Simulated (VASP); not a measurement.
# Ni3Pt (Pm-3m) in VASP: single point with LDA

Aim: the single point of Ni3Pt with LDA.

Program: VASP 6.6.1. These are calculated values, not measurements. Logs are shortened: lines on timing, memory, paths and dates and some standing lists are left out, and cuts for length are marked.

## (1) The cell of the first run

It takes space group Pm-3m (No. 221, cubic). Conventional cell: a = 3.625 Å, b = 3.625 Å, c = 3.625 Å, α = 90.00°, β = 90.00°, γ = 90.00°. Within 3.4 Å of Ni (site symmetry 4/mmm) lie 8 Ni at 2.56 Å and 4 Pt at 2.56 Å. Within 3.4 Å of Pt (site symmetry m-3m) lie 12 Ni at 2.56 Å.

## (2) Single point, LDA, non-collinear spin, typed start

The input, INCAR:

```
SYSTEM = Ni3Pt
PREC = Accurate
ENCUT = 520
EDIFF = 1E-7
ISMEAR = -1
SIGMA = 0.05
LREAL = .FALSE.
LASPH = .TRUE.
NELM = 150
ALGO = Normal
ISIF = 2
LWAVE = .FALSE.
LCHARG = .FALSE.
LNONCOLLINEAR = .TRUE.
MAGMOM = 0 0 0.7 0 0 0.7 0 0 -0.7 0 0 -0.3
LORBIT = 11
LMAXMIX = 4
NBANDS = 54
KPAR = 4
```

The input, KPOINTS:

```
regular mesh
0
G
  9 9 9
  0 0 0
```

The input, POSCAR:

```
Ni3Pt
1.0
    3.6245667900      0.0000000000      0.0000000000
    0.0000000000      3.6245667900      0.0000000000
    0.0000000000      0.0000000000      3.6245667900
Ni Pt
3 1
Direct
    0.5000000000      0.0000000000      0.5000000000
    0.0000000000      0.5000000000      0.5000000000
    0.5000000000      0.5000000000      0.0000000000
    0.0000000000      0.0000000000      0.0000000000
```

Potentials or basis: VASP PAW LDA potentials, release 64 (Ni, Pt).

Command:

```console
cat potpaw_LDA.64/Ni/POTCAR potpaw_LDA.64/Pt/POTCAR > POTCAR
mpirun -np 4 vasp_ncl > vasp.out
```

OUTCAR:

```text
SYSTEM = Ni3Pt
   PREC = Accurate
   ENCUT = 520
   EDIFF = 1E-7
   ISMEAR = -1
   LREAL = .FALSE.
   LASPH = .TRUE.
   NELM = 150
   ISIF = 2
   LNONCOLLINEAR = .TRUE.
   LORBIT = 11

 ion  position               nearest neighbor table
   1  0.500  0.000  0.500-   2 2.56   3 2.56   4 2.56   3 2.56   4 2.56   2 2.56   3 2.56   3 2.56
                             2 2.56   4 2.56   4 2.56   2 2.56
   2  0.000  0.500  0.500-   1 2.56   3 2.56   4 2.56   3 2.56   4 2.56   1 2.56   4 2.56   4 2.56
                             1 2.56   3 2.56   3 2.56   1 2.56
   3  0.500  0.500  0.000-   1 2.56   2 2.56   4 2.56   1 2.56   2 2.56   1 2.56   4 2.56   1 2.56
                             2 2.56   4 2.56   2 2.56   4 2.56
   4  0.000  0.000  0.000-   1 2.56   2 2.56   3 2.56   1 2.56   2 2.56   2 2.56   3 2.56   2 2.56
                             1 2.56   3 2.56   1 2.56   3 2.56

  LATTYP: Found a simple cubic cell.
 ALAT       =     3.6245667900

  Lattice vectors:

 A1 = (   3.6245667900,   0.0000000000,   0.0000000000)
 A2 = (   0.0000000000,   3.6245667900,   0.0000000000)
 A3 = (   0.0000000000,   0.0000000000,   3.6245667900)

Analysis of symmetry for initial positions (statically):
=====================================================================
 Subroutine PRICEL returns:
 Original cell was already a primitive cell.

 Routine SETGRP: Setting up the symmetry group for a
 simple cubic supercell.

 Subroutine GETGRP returns: Found 48 space group operations
 (whereof 48 operations were pure point group operations)
 out of a pool of 48 trial point group operations.

The static configuration has the point symmetry O_h .

Analysis of symmetry for dynamics (positions and initial velocities):
=====================================================================
 Subroutine PRICEL returns:
 Original cell was already a primitive cell.

 Routine SETGRP: Setting up the symmetry group for a
 simple cubic supercell.

 Subroutine GETGRP returns: Found 48 space group operations
 (whereof 48 operations were pure point group operations)
 out of a pool of 48 trial point group operations.

The dynamic configuration has the point symmetry O_h .

Analysis of structural, dynamic, and magnetic symmetry:
=====================================================================
 Subroutine PRICEL returns:
 Original cell was already a primitive cell.

 Routine SETGRP: Setting up the symmetry group for a
 simple cubic supercell.

 Subroutine GETGRP returns: Found  8 space group operations
 (whereof  8 operations were pure point group operations)
 out of a pool of 48 trial point group operations.

The overall configuration has the point symmetry C_4h.

 Subroutine INISYM returns: Found  8 space group operations
 (whereof  8 operations are pure point group operations),
 and found     1 'primitive' translations

----------------------------------------------------------------------------------------

                                     Primitive cell

  volume of cell :      47.6177

  direct lattice vectors                    reciprocal lattice vectors
     3.624566790  0.000000000  0.000000000     0.275895040  0.000000000  0.000000000
     0.000000000  3.624566790  0.000000000     0.000000000  0.275895040  0.000000000
     0.000000000  0.000000000  3.624566790     0.000000000  0.000000000  0.275895040

  length of vectors
     3.624566790  3.624566790  3.624566790     0.275895040  0.275895040  0.275895040

  position of ions in fractional coordinates (direct lattice)
     0.500000000  0.000000000  0.500000000
     0.000000000  0.500000000  0.500000000
     0.500000000  0.500000000  0.000000000
     0.000000000  0.000000000  0.000000000

  ion indices of the primitive-cell ions
   primitive index   ion index
                 1           1
                 2           2
                 3           3
                 4           4

----------------------------------------------------------------------------------------

 KPOINTS: regular mesh

Automatic generation of k-mesh.
[... 51 lines left out ...]
   dimension x,y,z NGX =    28 NGY =   28 NGZ =   28
   dimension x,y,z NGXF=    56 NGYF=   56 NGZF=   56
   ions per type =               3   1
   NGX,Y,Z   is equivalent  to a cutoff of  12.84, 12.84, 12.84 a.u.
   NGXF,Y,Z  is equivalent  to a cutoff of  25.69, 25.69, 25.69 a.u.
 SYSTEM =  Ni3Pt
   PREC   = accura    normal or accurate (medium, high low for compatibility)
   ISTART =      0    job   : 0-new  1-cont  2-samecut
   ICHARG =      2    charge: 1-file 2-atom 10-const
   ISPIN  =      1    spin polarized calculation?
   LNONCOLLINEAR =      T non collinear calculations
   LSORBIT =      F    spin-orbit coupling
   LASPH  =      T    aspherical Exc in radial PAW
   ENCUT  =  520.0 eV  38.22 Ry    6.18 a.u.   6.74  6.74  6.74*2*pi/ulx,y,z
   NELM   =    150;   NELMIN=  2; NELMDL= -5     # of ELM steps
   EDIFF  = 0.1E-06   stopping-criterion for ELM
   LREAL  =      F    real-space projection
   EDIFFG = 0.1E-05   stopping-criterion for IOM
   NSW    =      0    number of steps for IOM
   IBRION =     -1    ionic relax: 0-MD 1-quasi-New 2-CG
   NFREE  =      0    steps in history (QN), initial steepest desc. (CG)
   ISIF   =      2    stress and relaxation
   ISYM   =      2    0-nonsym 1-usesym 2-fastsym
   POTIM  = 0.5000    time-step for ionic-motion
   TEBEG  =    0.0;   TEEND  =   0.0 temperature during run
   PSTRESS=    0.0 pullay stress
   NELECT =      40.0000    total number of electrons
   NUPDOWN=      -1.0000    fix difference up-down
   EMIN   =  10.00;   EMAX   =-10.00  energy-range for DOS
   EFERMI =   0.00;   METHOD = LEGACY
   ISMEAR =    -1;   SIGMA  =   0.05  broadening in eV -4-tet -1-fermi 0-gaus
   EFERMI_NEDOS =   21; number of points for ismear=-14 and -15
   IALGO  =     38    algorithm
   IMIX   =      4    mixing-type and parameters
     AMIX     =   0.40;   BMIX     =  1.00
     AMIX_MAG =   1.60;   BMIX_MAG =  1.00
  volume/ion in A,a.u.               =      11.90        80.34
  Fermi-wavevector in a.u.,A,eV,Ry     =   1.544681  2.919023 32.464024  2.386038
  Thomas-Fermi vector in A             =   2.650167
   LORBIT       =     11    0 simple, 1 ext, 2 COOP (PROOUT), +10 PAW based schemes
   GGA     = CA    functional components
   LHFCALC =     F    Hartree Fock is set to
   AEXX    =    0.0000 exact exchange contribution
   IVDW    =     0    specifies the selected vdW correction
   LEPSILON=     F    determine dielectric tensor
   LRPA    =     F    only Hartree local field effects (RPA)
  energy-cutoff  :      520.00
  volume of cell :       47.62
 maximum number of plane-waves:      2618
 NGX is ok and might be reduce to    28
   NGX = 13   NGY = 13   NGZ = 13

 number of electron      40.0000058 magnetization      -0.0000000     -0.0000000      1.4401514

 number of electron      40.0000059 magnetization       0.0000000      0.0000000      2.1753955

 number of electron      40.0000059 magnetization       0.0000000     -0.0000000      2.1746199

 Free energy of the ion-electron system (eV)
  ---------------------------------------------------
  ext. energy  EPLUGINS =         0.00000000
  ---------------------------------------------------
  free energy    TOTEN  =       -27.41893844 eV

  energy without entropy =      -27.36116314  energy(sigma->0) =      -27.39005079

 E-fermi :   9.7277     XC(G=0): -13.6396

 val. band max:        9.7273807531   @ k =   0.1111   0.3333   0.3333
 cond. band min:       9.7301049223   @ k =   0.2222  -0.1111   0.0000
 fundamental gap:      0.0027241693
 Fermi energy:         9.7276870167

 k-point     1 :       0.0000    0.0000    0.0000
  band No.  band energies     occupation
      1       0.2857      1.00000
      2       0.3402      1.00000
      3       3.7568      1.00000
      4       3.7568      1.00000
      5       3.9555      1.00000
      6       3.9555      1.00000
[... 1309 lines left out ...]
     51      19.4265      0.00000
     52      19.6364      0.00000

 [... further k-points ...]

 [bands above 52 left out]

------------------------ aborting loop because EDIFF is reached ----------------------------------------

  FORCE on cell =-STRESS in cart. coord.  units (eV):
  Direction    XX          YY          ZZ          XY          YZ          ZX
  --------------------------------------------------------------------------------------
  -------------------------------------------------------------------------------------
  Total       -3.4179362     -3.4179362     -3.4177825     -0.0000002     -0.0000000      0.0000000
  in kB     -115.0022169   -115.0022169   -114.9970472     -0.0000068     -0.0000000      0.0000000
  external PRESSURE =    -115.0004937 kB  Pullay stress =       0.0000000 kB

 VOLUME and BASIS-vectors are now :
 -----------------------------------------------------------------------------
  energy-cutoff  :      520.00
  volume of cell :       47.62
      direct lattice vectors                 reciprocal lattice vectors
     3.624566790  0.000000000  0.000000000     0.275895040  0.000000000  0.000000000
     0.000000000  3.624566790  0.000000000     0.000000000  0.275895040  0.000000000
     0.000000000  0.000000000  3.624566790     0.000000000  0.000000000  0.275895040

 POSITION                                       TOTAL-FORCE (eV/Angst)
 -----------------------------------------------------------------------------------
      1.81228      0.00000      1.81228         0.000000      0.000000      0.000000
      0.00000      1.81228      1.81228         0.000000      0.000000      0.000000
      1.81228      1.81228      0.00000         0.000000      0.000000      0.000000
      0.00000      0.00000      0.00000         0.000000      0.000000      0.000000
 -----------------------------------------------------------------------------------
    total drift:                                0.000000      0.000000      0.000000

  FREE ENERGIE OF THE ION-ELECTRON SYSTEM (eV)
  ---------------------------------------------------
  free  energy   TOTEN  =       -27.4189384360 eV

  energy  without entropy=      -27.3611631450  energy(sigma->0) =      -27.39005079

 total charge

# of ion       s       p       d       tot
------------------------------------------
    1        0.472   0.490   8.334   9.296
    2        0.472   0.490   8.334   9.296
    3        0.472   0.490   8.334   9.296
    4        0.745   0.664   8.061   9.470
--------------------------------------------------
tot          2.162   2.133  33.064  37.359

 magnetization (x)

# of ion       s       p       d       tot
------------------------------------------
    1       -0.000   0.000  -0.000  -0.000
    2        0.000  -0.000  -0.000  -0.000
    3       -0.000   0.000   0.000   0.000
    4        0.000  -0.000   0.000   0.000
--------------------------------------------------
tot         -0.000  -0.000  -0.000  -0.000

 magnetization (y)

# of ion       s       p       d       tot
------------------------------------------
    1       -0.000   0.000   0.000  -0.000
    2        0.000   0.000   0.000   0.000
    3        0.000   0.000  -0.000  -0.000
    4        0.000   0.000  -0.000  -0.000
--------------------------------------------------
tot         -0.000   0.000  -0.000  -0.000

 magnetization (z)

# of ion       s       p       d       tot
------------------------------------------
    1       -0.002  -0.011   0.639   0.626
    2       -0.002  -0.011   0.639   0.626
    3       -0.002  -0.011   0.639   0.626
    4       -0.004  -0.020   0.329   0.305
--------------------------------------------------
tot         -0.012  -0.052   2.246   2.182
```

Run time: 3.2 min. Hardware: 4 MPI ranks of Intel Xeon Platinum 8375C at 2.90GHz (Ice Lake), shared host; peak memory 0.47 GiB.

Results:

```yaml
Free_energy: -27.4189 eV
Pressure: -11.5 GPa
Band_gap_on_the_k_mesh: zero (bands 40 and 41 overlap by 0.90 eV)
Net_moment: 2.17 μB per cell
Valence_electrons_inside_the_program's_atomic_spheres: Ni 9.30; Pt 9.47
```

Levels at points of the mesh, in eV from the Fermi level:
| k point | band 36 | band 37 | band 38 | band 39 | band 40 | band 41 | band 42 | band 43 | band 44 | band 45 |
| --- | --- | --- | --- | --- | --- | --- | --- | --- | --- | --- |
| (0.00, 0.00, 0.00) | 0.20 | 0.20 | 0.29 | 0.29 | 0.72 | 0.72 | 0.72 | 2.24 | 2.24 | 2.24 |

Moments on the atoms (μB; x, y, z):
```
Ni  0.00 0.00 0.63
Ni  0.00 0.00 0.63
Ni  0.00 0.00 0.63
Pt  0.00 0.00 0.30
```

Caveat: the cell stands under tension; spin-orbit coupling is left out, which moves the levels of the heavy elements.
